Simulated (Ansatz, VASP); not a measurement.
Ca2C: VASP beside Ansatz

```
C Ca
1.0
     0.00000    3.19522    3.12858
     3.19522    0.00000    3.12858
     3.19522    3.19522    0.00000
C Ca
1 2
Direct
  0.00000 0.00000 0.00000
  0.25000 0.25000 0.25000
  0.75000 0.75000 0.75000
```

Change from the starting cell: biaxial_xy strain +2.1%.

Alike in both runs: task single point; functional PBE; k mesh 8 × 8 × 8; occupations fermi-dirac, width 0.02 eV; no spin polarisation.

|  | VASP | Ansatz |
| --- | --- | --- |
| version | VASP 6.6.1 | Ansatz 0.2.0 |
| potentials or method | VASP PAW PBE potentials, release 64 (C, Ca_sv) | plane waves, PAW |
| plane-wave cutoff (eV) | 520 | 420 |
| valence electrons in the cell | 24 | 24 |

|  | VASP | Ansatz | Ansatz less VASP |
| --- | --- | --- | --- |
| pressure (GPa) | -1.3 | -1.5 | -0.17 |
| traceless stress, the component that is largest in VASP (GPa) | 1.89 | 1.89 | 0.000 |
